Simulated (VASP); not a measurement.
# W (Fm-3m) in VASP: elastic constants with PBEsol

Aim: the elastic constants of W with PBEsol.

Program: VASP 6.6.1. These are calculated values, not measurements. Logs are shortened: lines on timing, memory, paths and dates and some standing lists are left out, and cuts for length are marked.

**1. The cell of the first run**

The structure is cubic, space group Fm-3m (No. 225). The conventional cell has a = 4.060 Å, b = 4.060 Å, c = 4.060 Å, α = 90.00°, β = 90.00°, γ = 90.00°. Within 3.8 Å of W (site symmetry m-3m) lie 12 W at 2.87 Å.

This isn't the form of W at room conditions, which is bcc.

**2. Elastic constants, PBEsol**

File INCAR:

```
SYSTEM = W
ALGO = Normal
EDIFF = 1E-8
ENCUT = 600
GGA = PS
IBRION = 6
ISIF = 3
ISMEAR = -1
LASPH = .TRUE.
LCHARG = .FALSE.
LREAL = .FALSE.
LWAVE = .FALSE.
NELM = 100
NFREE = 2
NSW = 1
POTIM = 0.015
PREC = Accurate
SIGMA = 0.05
```

File KPOINTS:

```
k-points
0
G
  8 8 8
  0 0 0
```

File POSCAR:

```
W
1.0
    0.0000000000      2.0300000000      2.0300000000
    2.0300000000      0.0000000000      2.0300000000
    2.0300000000      2.0300000000      0.0000000000
W
1
Direct
    0.0000000000      0.0000000000      0.0000000000
```

Potentials or basis: VASP PAW PBE potentials, release 64 (W_sv).

Command:

```
cat potpaw_PBE.64/W_sv/POTCAR > POTCAR
mpirun -np 1 vasp_std > vasp.out
```

OUTCAR:

```text
SYSTEM = W
   EDIFF = 1E-8
   ENCUT = 600
   GGA = PS
   IBRION = 6
   ISIF = 3
   ISMEAR = -1
   LASPH = .TRUE.
   LREAL = .FALSE.
   NELM = 100
   NFREE = 2
   NSW = 1
   POTIM = 0.015
   PREC = Accurate

 ion  position               nearest neighbor table
   1  0.000  0.000  0.000-

  LATTYP: Found a face centered cubic cell.
 ALAT       =     4.0600000000

  Lattice vectors:

 A1 = (   0.0000000000,   2.0300000000,   2.0300000000)
 A2 = (   2.0300000000,   0.0000000000,   2.0300000000)
 A3 = (   2.0300000000,   2.0300000000,   0.0000000000)

Analysis of symmetry for initial positions (statically):
=====================================================================
 Subroutine PRICEL returns:
 Original cell was already a primitive cell.

 Routine SETGRP: Setting up the symmetry group for a
 face centered cubic supercell.

 Subroutine GETGRP returns: Found 48 space group operations
 (whereof 48 operations were pure point group operations)
 out of a pool of 48 trial point group operations.

The static configuration has the point symmetry O_h .

Analysis of symmetry for dynamics (positions and initial velocities):
=====================================================================
 Subroutine PRICEL returns:
 Original cell was already a primitive cell.

 Routine SETGRP: Setting up the symmetry group for a
 face centered cubic supercell.

 Subroutine GETGRP returns: Found 48 space group operations
 (whereof 48 operations were pure point group operations)
 out of a pool of 48 trial point group operations.

The dynamic configuration has the point symmetry O_h .

 Subroutine INISYM returns: Found 48 space group operations
 (whereof 48 operations are pure point group operations),
 and found     1 'primitive' translations

----------------------------------------------------------------------------------------

                                     Primitive cell

  volume of cell :      16.7309

  direct lattice vectors                    reciprocal lattice vectors
     0.000000000  2.030000000  2.030000000    -0.246305419  0.246305419  0.246305419
     2.030000000  0.000000000  2.030000000     0.246305419 -0.246305419  0.246305419
     2.030000000  2.030000000  0.000000000     0.246305419  0.246305419 -0.246305419

  length of vectors
     2.870853532  2.870853532  2.870853532     0.426613499  0.426613499  0.426613499

  position of ions in fractional coordinates (direct lattice)
     0.000000000  0.000000000  0.000000000

  ion indices of the primitive-cell ions
   primitive index   ion index
                 1           1

----------------------------------------------------------------------------------------

 KPOINTS: k-points

Automatic generation of k-mesh.
 Grid dimensions read from file:
 generate k-points for:    8    8    8

 Generating k-lattice:

  Cartesian coordinates                     Fractional coordinates (reciprocal lattice)
    -0.030788177  0.030788177  0.030788177     0.125000000  0.000000000  0.000000000
     0.030788177 -0.030788177  0.030788177     0.000000000  0.125000000  0.000000000
     0.030788177  0.030788177 -0.030788177     0.000000000  0.000000000  0.125000000

  Length of vectors
     0.053326687  0.053326687  0.053326687

[... 77 lines left out ...]
   LORBIT       =      0    0 simple, 1 ext, 2 COOP (PROOUT), +10 PAW based schemes
   GGA     = PS    functional components
   LHFCALC =     F    Hartree Fock is set to
   AEXX    =    0.0000 exact exchange contribution
   IVDW    =     0    specifies the selected vdW correction
   LEPSILON=     F    determine dielectric tensor
   LRPA    =     F    only Hartree local field effects (RPA)
 finite differences with symmetry
 non-spin polarized calculation
  energy-cutoff  :      600.00
  volume of cell :       16.73
 maximum number of plane-waves:       568
   NGX = 11   NGY = 11   NGZ = 11

--------------------------------------- Ionic step        1  -------------------------------------------

 number of electron      14.0000002 magnetization

 Free energy of the ion-electron system (eV)
  ---------------------------------------------------
  ext. energy  EPLUGINS =         0.00000000
  ---------------------------------------------------
  free energy    TOTEN  =       -13.29964304 eV

  energy without entropy =      -13.28693540  energy(sigma->0) =      -13.29328922

------------------------ aborting loop because EDIFF is reached ----------------------------------------

  FORCE on cell =-STRESS in cart. coord.  units (eV):
  Direction    XX          YY          ZZ          XY          YZ          ZX
  --------------------------------------------------------------------------------------
  -------------------------------------------------------------------------------------
  Total       -1.2272810     -1.2272810     -1.2272810      0.0000000     -0.0000000      0.0000000
  in kB     -117.5266855   -117.5266855   -117.5266855      0.0000000     -0.0000000      0.0000000
  external PRESSURE =    -117.5266855 kB  Pullay stress =       0.0000000 kB
[... 86 lines left out ...]
  FREE ENERGIE OF THE ION-ELECTRON SYSTEM (eV)
  ---------------------------------------------------
  free  energy   TOTEN  =       -13.3185242397 eV

  energy  without entropy=      -13.3071038195  energy(sigma->0) =      -13.31281403

[... ionic steps 4 to 12 ...]

--------------------------------------- Ionic step       13  -------------------------------------------

 number of electron      14.0000001 magnetization

 E-fermi :  10.0015     XC(G=0): -13.4515

 val. band max:        9.9790797484   @ k =  -0.1250   0.1250   0.1250
 cond. band min:      10.0294846901   @ k =   0.0000   0.2500   0.0000
 fundamental gap:      0.0504049417
 Fermi energy:        10.0014914172

 k-point     1 :       0.0000    0.0000    0.0000
  band No.  band energies     occupation
      1     -63.6349      2.00000
      2     -27.3032      2.00000
      3     -27.2818      2.00000
      4     -27.2619      2.00000
      5       1.1531      2.00000
      6       9.3760      1.99999
      7       9.5017      1.99991
      8       9.6418      1.99850
      9      12.5388      0.00000
     10      12.5414      0.00000
     11      22.8564      0.00000
[... 391 lines left out ...]
--------------------------------------- Ionic step       15  -------------------------------------------

 number of electron      14.0000001 magnetization

 Free energy of the ion-electron system (eV)
  ---------------------------------------------------
  ext. energy  EPLUGINS =         0.00000000
  ---------------------------------------------------
  free energy    TOTEN  =       -13.29964266 eV

  energy without entropy =      -13.28693503  energy(sigma->0) =      -13.29328885

 E-fermi :   9.9896     XC(G=0): -13.4517

 val. band max:        9.9790018519   @ k =   0.2500   0.1250   0.0000
 cond. band min:      10.0401070782   @ k =   0.1250   0.1250   0.0000
 fundamental gap:      0.0611052263
 Fermi energy:         9.9896111305

 k-point     1 :       0.0000    0.0000    0.0000
  band No.  band energies     occupation
      1     -63.6347      2.00000
      2     -27.2824      2.00000
      3     -27.2824      2.00000
      4     -27.2824      2.00000
      5       1.1528      2.00000
      6       9.5074      1.99987
      7       9.5074      1.99987
      8       9.5074      1.99987
      9      12.5371      0.00000
     10      12.5371      0.00000
     11      22.8570      0.00000
[... 350 lines left out ...]
  FREE ENERGIE OF THE ION-ELECTRON SYSTEM (eV)
  ---------------------------------------------------
  free  energy   TOTEN  =       -13.2996426645 eV

  energy  without entropy=      -13.2869350272  energy(sigma->0) =      -13.29328885

 INTERNAL STRAIN TENSORS FROM STRAINED CELLS
 ============================================

 INTERNAL STRAIN TENSOR FOR ION    1 for displacements in x,y,z  (eV/Angst):
          X           Y           Z          XY          YZ          ZX
  --------------------------------------------------------------------------------
  x     0.00000    -0.00000     0.00000     0.00000     0.00000     0.00000
  y    -0.00000    -0.00000     0.00000    -0.00000     0.00000     0.00000
  z     0.00000     0.00000    -0.00000     0.00000     0.00000     0.00000

 INTERNAL STRAIN TENSORS FROM DISPLACED ATOMS
 ============================================

 INTERNAL STRAIN TENSOR FOR ION    1 for displacements in x,y,z  (eV/Angst):
          X           Y           Z          XY          YZ          ZX
  --------------------------------------------------------------------------------
  x     0.00000     0.00000     0.00000     0.00000     0.00000     0.00000
  y     0.00000     0.00000     0.00000     0.00000     0.00000     0.00000
  z     0.00000     0.00000     0.00000     0.00000     0.00000     0.00000

 Eigenvectors and eigenvalues of the dynamical matrix
 ----------------------------------------------------

   1 f/i=    0.000000 THz     0.000000 2PiTHz    0.000000 cm-1     0.000000 meV
             X         Y         Z           dx          dy          dz
      0.000000  0.000000  0.000000     0.983099   -0.183072    0.000000

   2 f/i=    0.000000 THz     0.000000 2PiTHz    0.000000 cm-1     0.000000 meV
             X         Y         Z           dx          dy          dz
      0.000000  0.000000  0.000000     0.000000    0.000000    1.000000

   3 f/i=    0.000000 THz     0.000000 2PiTHz    0.000000 cm-1     0.000000 meV
             X         Y         Z           dx          dy          dz
      0.000000  0.000000  0.000000     0.183072    0.983099    0.000000

--------------------------------------------------------------------------------------------------------

 ELASTIC MODULI CONTR FROM IONIC RELAXATION (kBar)
 Direction    XX          YY          ZZ          XY          YZ          ZX
 --------------------------------------------------------------------------------
 XX           0.0000      0.0000      0.0000      0.0000      0.0000      0.0000
 YY           0.0000      0.0000      0.0000      0.0000      0.0000      0.0000
 ZZ           0.0000      0.0000      0.0000      0.0000      0.0000      0.0000
 XY           0.0000      0.0000      0.0000      0.0000      0.0000      0.0000
 YZ           0.0000      0.0000      0.0000      0.0000      0.0000      0.0000
 ZX           0.0000      0.0000      0.0000      0.0000      0.0000      0.0000
 --------------------------------------------------------------------------------

 TOTAL ELASTIC MODULI (kBar)
 Direction    XX          YY          ZZ          XY          YZ          ZX
 --------------------------------------------------------------------------------
 XX         137.3859   3980.7664   3980.7664     -0.0000     -0.0000      0.0000
 YY        3980.7664    137.3859   3980.7664      0.0000      0.0000      0.0000
 ZZ        3980.7664   3980.7664    137.3859     -0.0000      0.0000      0.0000
 XY          -0.0000      0.0000     -0.0000  -1420.4160      0.0000      0.0000
 YZ          -0.0000      0.0000      0.0000      0.0000  -1420.4160      0.0000
 ZX           0.0000      0.0000      0.0000      0.0000      0.0000  -1420.4160
 --------------------------------------------------------------------------------
```

Wall time 63 s (1 thread of Intel Xeon 6975P-C (Granite Rapids), shared host); peak memory 0.19 GiB.

What came out:

```yaml
Elastic_constants_C11_C12_C44: 14, 398, -142 GPa
Voigt_bulk_modulus: 270 GPa
```

Elastic tensor in Voigt notation (GPa, in the Cartesian axes of the cell as first typed):
```
  14  398  398    0    0    0
 398   14  398    0    0    0
 398  398   14    0    0    0
   0    0    0 -142    0    0
   0    0    0    0 -142    0
   0    0    0    0    0 -142
```

Clamped-ion elastic tensor (GPa):
```
  14  398  398    0    0    0
 398   14  398    0    0    0
 398  398   14    0    0    0
   0    0    0 -142    0    0
   0    0    0    0 -142    0
   0    0    0    0    0 -142
```

Caveat: the cell is under stress, which shifts elastic constants; the elastic tensor has a negative eigenvalue, so either the cell is unstable as it stands or the mesh is too thin; the PAW data sets were made with another functional, which shifts forces and pressure a little; spin-orbit coupling is left out, which moves the levels of the heavy elements.
